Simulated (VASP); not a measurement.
# Al7Sn (Fm-3m) in VASP: further runs

Runs on Al7Sn. Level: PBE. Tasks: single point, relaxation of cell and atoms.

All numbers are computed with VASP 6.6.1; they aren't measurements. Logs are shortened: lines on timing, memory, paths and dates and some standing lists are left out, and cuts for length are marked.

## Step 1: The cell of the first run

The structure is cubic, space group Fm-3m (No. 225). Conventional cell: a = 8.263 Å, b = 8.263 Å, c = 8.263 Å, α = 90.00°, β = 90.00°, γ = 90.00°. Al (site symmetry mmm) has 10 Al at 2.92 Å and 2 Sn at 2.92 Å within 3.8 Å. Within 3.8 Å of Al (site symmetry m-3m) lie 12 Al at 2.92 Å. Sn (site symmetry m-3m) has 12 Al at 2.92 Å within 3.8 Å.

## Step 2: Single point, PBE

Contents of INCAR:

```
PREC = Accurate
ENCUT = 520
EDIFF = 1E-6
ISMEAR = 0
SIGMA = 0.1
LREAL = False
LASPH = True
NELM = 60
ALGO = Normal
ISIF = 2
LWAVE = False
LCHARG = True
GGA = PE
LELF = True
LVHAR = True
NBANDS = 28
```

Contents of KPOINTS:

```
Automatic mesh
0
Gamma
  4 4 4
```

Contents of POSCAR:

```
Al7Sn
1.0
    0.0000000000      4.1316412300      4.1316412300
    4.1316412300      0.0000000000      4.1316412300
    4.1316412300      4.1316412300      0.0000000000
Al Sn
7 1
Direct
    0.0000000000      0.0000000000      0.5000000000
    0.0000000000      0.5000000000      0.0000000000
    0.0000000000      0.5000000000      0.5000000000
    0.5000000000      0.0000000000      0.0000000000
    0.5000000000      0.0000000000      0.5000000000
    0.5000000000      0.5000000000      0.0000000000
    0.5000000000      0.5000000000      0.5000000000
    0.0000000000      0.0000000000      0.0000000000
```

Potentials or basis: VASP PAW PBE potentials, release 64 (Al, Sn_d).

Started as:

```
$ cat potpaw_PBE.64/Al/POTCAR potpaw_PBE.64/Sn_d/POTCAR > POTCAR
$ mpirun -np 1 vasp_std > vasp.out
```

OUTCAR:

```text
PREC = Accurate
   ENCUT = 520
   EDIFF = 1E-6
   ISMEAR = 0
   LREAL = False
   LASPH = True
   NELM = 60
   ISIF = 2
   GGA = PE

 ion  position               nearest neighbor table
   1  0.000  0.000  0.500-   3 2.92   5 2.92   8 2.92   2 2.92   4 2.92   8 2.92   2 2.92   3 2.92
                             7 2.92   4 2.92   5 2.92   7 2.92
   2  0.000  0.500  0.000-   3 2.92   6 2.92   8 2.92   1 2.92   3 2.92   7 2.92   1 2.92   4 2.92
                             8 2.92   4 2.92   6 2.92   7 2.92
   3  0.000  0.500  0.500-   1 2.92   2 2.92   7 2.92   2 2.92   6 2.92   8 2.92   1 2.92   5 2.92
                             8 2.92   5 2.92   6 2.92   7 2.92
   4  0.500  0.000  0.000-   5 2.92   6 2.92   8 2.92   1 2.92   5 2.92   7 2.92   2 2.92   6 2.92
                             7 2.92   1 2.92   2 2.92   8 2.92
   5  0.500  0.000  0.500-   1 2.92   4 2.92   7 2.92   4 2.92   6 2.92   8 2.92   3 2.92   6 2.92
                             7 2.92   1 2.92   3 2.92   8 2.92
   6  0.500  0.500  0.000-   2 2.92   4 2.92   7 2.92   3 2.92   5 2.92   7 2.92   4 2.92   5 2.92
                             8 2.92   2 2.92   3 2.92   8 2.92
   7  0.500  0.500  0.500-   3 2.92   5 2.92   6 2.92   2 2.92   4 2.92   6 2.92   1 2.92   4 2.92
                             5 2.92   1 2.92   2 2.92   3 2.92
   8  0.000  0.000  0.000-   1 2.92   2 2.92   4 2.92   1 2.92   3 2.92   5 2.92   2 2.92   3 2.92
                             6 2.92   4 2.92   5 2.92   6 2.92

  LATTYP: Found a face centered cubic cell.
 ALAT       =     8.2632824600

  Lattice vectors:

 A1 = (   0.0000000000,   4.1316412300,   4.1316412300)
 A2 = (   4.1316412300,   0.0000000000,   4.1316412300)
 A3 = (   4.1316412300,   4.1316412300,   0.0000000000)

Analysis of symmetry for initial positions (statically):
=====================================================================
 Subroutine PRICEL returns:
 Original cell was already a primitive cell.

 Routine SETGRP: Setting up the symmetry group for a
 face centered cubic supercell.

 Subroutine GETGRP returns: Found 48 space group operations
 (whereof 48 operations were pure point group operations)
 out of a pool of 48 trial point group operations.

The static configuration has the point symmetry O_h .

Analysis of symmetry for dynamics (positions and initial velocities):
=====================================================================
 Subroutine PRICEL returns:
 Original cell was already a primitive cell.

 Routine SETGRP: Setting up the symmetry group for a
 face centered cubic supercell.

 Subroutine GETGRP returns: Found 48 space group operations
 (whereof 48 operations were pure point group operations)
 out of a pool of 48 trial point group operations.

The dynamic configuration has the point symmetry O_h .

 Subroutine INISYM returns: Found 48 space group operations
 (whereof 48 operations are pure point group operations),
 and found     1 'primitive' translations

----------------------------------------------------------------------------------------

                                     Primitive cell

  volume of cell :     141.0580

  direct lattice vectors                    reciprocal lattice vectors
     0.000000000  4.131641230  4.131641230    -0.121017284  0.121017284  0.121017284
     4.131641230  0.000000000  4.131641230     0.121017284 -0.121017284  0.121017284
     4.131641230  4.131641230  0.000000000     0.121017284  0.121017284 -0.121017284

  length of vectors
     5.843023062  5.843023062  5.843023062     0.209608084  0.209608084  0.209608084

  position of ions in fractional coordinates (direct lattice)
     0.000000000  0.000000000  0.500000000
     0.000000000  0.500000000  0.000000000
     0.000000000  0.500000000  0.500000000
     0.500000000  0.000000000  0.000000000
     0.500000000  0.000000000  0.500000000
     0.500000000  0.500000000  0.000000000
     0.500000000  0.500000000  0.500000000
     0.000000000  0.000000000  0.000000000

  ion indices of the primitive-cell ions
   primitive index   ion index
                 1           1
                 2           2
                 3           3
                 4           4
                 5           5
                 6           6
                 7           7
                 8           8

----------------------------------------------------------------------------------------

 KPOINTS: Automatic mesh

Automatic generation of k-mesh.
 Grid dimensions read from file:
 generate k-points for:    4    4    4

 Generating k-lattice:

  Cartesian coordinates                     Fractional coordinates (reciprocal lattice)
    -0.030254321  0.030254321  0.030254321     0.250000000  0.000000000  0.000000000
     0.030254321 -0.030254321  0.030254321     0.000000000  0.250000000  0.000000000
     0.030254321  0.030254321 -0.030254321     0.000000000  0.000000000  0.250000000

  Length of vectors
     0.052402021  0.052402021  0.052402021

  Shift w.r.t. Gamma in fractional coordinates (k-lattice)
     0.000000000  0.000000000  0.000000000

 Subroutine IBZKPT returns following result:
 ===========================================

 Found      8 irreducible k-points:

 Following reciprocal coordinates:
            Coordinates               Weight
  0.000000  0.000000  0.000000      1.000000
  0.250000  0.000000  0.000000      8.000000
  0.500000  0.000000  0.000000      4.000000
  0.250000  0.250000  0.000000      6.000000
  0.500000  0.250000  0.000000     24.000000
 -0.250000  0.250000  0.000000     12.000000
  0.500000  0.500000  0.000000      3.000000
 -0.250000  0.500000  0.250000      6.000000
   k-points           NKPTS =      8   k-points in BZ     NKDIM =      8   number of bands    NBANDS=     28
   number of dos      NEDOS =    301   number of ions     NIONS =      8
   total plane-waves  NPLWV = 110592
   dimension x,y,z NGX =    48 NGY =   48 NGZ =   48
   dimension x,y,z NGXF=    96 NGYF=   96 NGZF=   96
   ions per type =               7   1
   NGX,Y,Z   is equivalent  to a cutoff of  13.66, 13.66, 13.66 a.u.
   NGXF,Y,Z  is equivalent  to a cutoff of  27.31, 27.31, 27.31 a.u.
 SYSTEM =  unknown system
   PREC   = accura    normal or accurate (medium, high low for compatibility)
   ISTART =      0    job   : 0-new  1-cont  2-samecut
   ICHARG =      2    charge: 1-file 2-atom 10-const
   ISPIN  =      1    spin polarized calculation?
   LNONCOLLINEAR =      F non collinear calculations
   LSORBIT =      F    spin-orbit coupling
   LASPH  =      T    aspherical Exc in radial PAW
   ENCUT  =  520.0 eV  38.22 Ry    6.18 a.u.  10.86 10.86 10.86*2*pi/ulx,y,z
   NELM   =     60;   NELMIN=  2; NELMDL= -5     # of ELM steps
   EDIFF  = 0.1E-05   stopping-criterion for ELM
   LREAL  =      F    real-space projection
   EDIFFG = 0.1E-04   stopping-criterion for IOM
   NSW    =      0    number of steps for IOM
   IBRION =     -1    ionic relax: 0-MD 1-quasi-New 2-CG
   NFREE  =      0    steps in history (QN), initial steepest desc. (CG)
   ISIF   =      2    stress and relaxation
   ISYM   =      2    0-nonsym 1-usesym 2-fastsym
   POTIM  = 0.5000    time-step for ionic-motion
   TEBEG  =    0.0;   TEEND  =   0.0 temperature during run
   PSTRESS=    0.0 pullay stress
   NELECT =      35.0000    total number of electrons
   NUPDOWN=      -1.0000    fix difference up-down
   EMIN   =  10.00;   EMAX   =-10.00  energy-range for DOS
   EFERMI =   0.00;   METHOD = LEGACY
   ISMEAR =     0;   SIGMA  =   0.10  broadening in eV -4-tet -1-fermi 0-gaus
   EFERMI_NEDOS =   21; number of points for ismear=-14 and -15
   IALGO  =     38    algorithm
   IMIX   =      4    mixing-type and parameters
     AMIX     =   0.40;   BMIX     =  1.00
     AMIX_MAG =   1.60;   BMIX_MAG =  1.00
  volume/ion in A,a.u.               =      17.63       118.99
  Fermi-wavevector in a.u.,A,eV,Ry     =   1.028723  1.944004 14.398638  1.058270
  Thomas-Fermi vector in A             =   2.162734
   LORBIT       =      0    0 simple, 1 ext, 2 COOP (PROOUT), +10 PAW based schemes
   GGA     = PE    functional components
   LHFCALC =     F    Hartree Fock is set to
   AEXX    =    0.0000 exact exchange contribution
   IVDW    =     0    specifies the selected vdW correction
   LEPSILON=     F    determine dielectric tensor
   LRPA    =     F    only Hartree local field effects (RPA)
 non-spin polarized calculation
 Gauss-broadening in eV      SIGMA  =   0.10
  energy-cutoff  :      520.00
  volume of cell :      141.06
 maximum number of plane-waves:      3839
 NGX is ok and might be reduce to    48
   NGX = 21   NGY = 21   NGZ = 21

 number of electron      34.9999999 magnetization

 Free energy of the ion-electron system (eV)
  ---------------------------------------------------
  ext. energy  EPLUGINS =         0.00000000
  ---------------------------------------------------
  free energy    TOTEN  =       -29.18676486 eV

  energy without entropy =      -29.16112223  energy(sigma->0) =      -29.17394355

 E-fermi :   8.1884     XC(G=0): -10.2922

 val. band max:        8.1115147984   @ k =   0.5000   0.5000   0.0000
 cond. band min:       8.1899553672   @ k =   0.2500   0.0000   0.0000
 fundamental gap:      0.0784405688
 Fermi energy:         8.1884227841

 k-point     1 :       0.0000    0.0000    0.0000
  band No.  band energies     occupation
      1     -13.2678      2.00000
      2     -13.2678      2.00000
      3     -13.2678      2.00000
      4     -13.2535      2.00000
      5     -13.2535      2.00000
      6      -3.2004      2.00000
[... 20 lines left out ...]
     27      13.5934      0.00000
     28      13.5934      0.00000

 k-point     2 :       0.2500    0.0000    0.0000
  band No.  band energies     occupation
      1     -13.2675      2.00000
      2     -13.2673      2.00000
      3     -13.2673      2.00000
      4     -13.2533      2.00000
      5     -13.2533      2.00000
      6      -2.8128      2.00000
[... 178 lines left out ...]
 k-point     8 :      -0.2500    0.5000    0.2500
  band No.  band energies     occupation
      1     -13.2670      2.00000
      2     -13.2670      2.00000
      3     -13.2659      2.00000
      4     -13.2534      2.00000
      5     -13.2528      2.00000
      6      -1.4258      2.00000
[... 20 lines left out ...]
     27      12.3213      0.00000
     28      12.5247      0.00000

------------------------ aborting loop because EDIFF is reached ----------------------------------------

  FORCE on cell =-STRESS in cart. coord.  units (eV):
  Direction    XX          YY          ZZ          XY          YZ          ZX
  --------------------------------------------------------------------------------------
  -------------------------------------------------------------------------------------
  Total        1.1525150      1.1525150      1.1525150     -0.0000000      0.0000000     -0.0000000
  in kB       13.0905938     13.0905938     13.0905938     -0.0000000      0.0000000     -0.0000000
  external PRESSURE =      13.0905938 kB  Pullay stress =       0.0000000 kB

 VOLUME and BASIS-vectors are now :
 -----------------------------------------------------------------------------
  energy-cutoff  :      520.00
  volume of cell :      141.06
      direct lattice vectors                 reciprocal lattice vectors
     0.000000000  4.131641230  4.131641230    -0.121017284  0.121017284  0.121017284
     4.131641230  0.000000000  4.131641230     0.121017284 -0.121017284  0.121017284
     4.131641230  4.131641230  0.000000000     0.121017284  0.121017284 -0.121017284

 POSITION                                       TOTAL-FORCE (eV/Angst)
 -----------------------------------------------------------------------------------
      2.06582      2.06582      0.00000        -0.000000      0.000000     -0.000000
      2.06582      0.00000      2.06582         0.000000      0.000000     -0.000000
      4.13164      2.06582      2.06582         0.000000     -0.000000     -0.000000
      0.00000      2.06582      2.06582         0.000000      0.000000      0.000000
      2.06582      4.13164      2.06582         0.000000     -0.000000      0.000000
      2.06582      2.06582      4.13164         0.000000     -0.000000     -0.000000
      4.13164      4.13164      4.13164        -0.000000     -0.000000     -0.000000
      0.00000      0.00000      0.00000         0.000000     -0.000000     -0.000000
 -----------------------------------------------------------------------------------
    total drift:                                0.000000     -0.000000     -0.000000

  FREE ENERGIE OF THE ION-ELECTRON SYSTEM (eV)
  ---------------------------------------------------
  free  energy   TOTEN  =       -29.1867648592 eV

  energy  without entropy=      -29.1611222317  energy(sigma->0) =      -29.17394355
```

It took 35 s on 1 thread of Intel Xeon Platinum 8488C (Sapphire Rapids), shared host; peak memory 0.3 GiB.

What came out:

- Free energy: -29.1868 eV
- Pressure: 1.3 GPa
- Band gap on the k mesh: zero (an odd number of electrons rules out a gap without spin polarisation)

Levels at points of the mesh, in eV from the Fermi level:
```csv
k point,band 15,band 16,band 17,band 18,band 19,band 20
"(0.00, 0.00, 0.00)",-3.05,-3.05,-3.05,-2.06,-1.62,-1.62
"(0.50, 0.00, 0.00)",-1.16,-1.01,-1.01,-0.71,-0.71,2.87
"(0.50, 0.50, 0.00)",-0.75,-0.12,-0.08,0.30,0.54,0.80
```

Caveat: spin-orbit coupling is left out, which moves the levels of the heavy elements.

(Part 1 of 2 ends here.)

The gap in the log of VASP goes by the Fermi energy; the results here count the filled bands.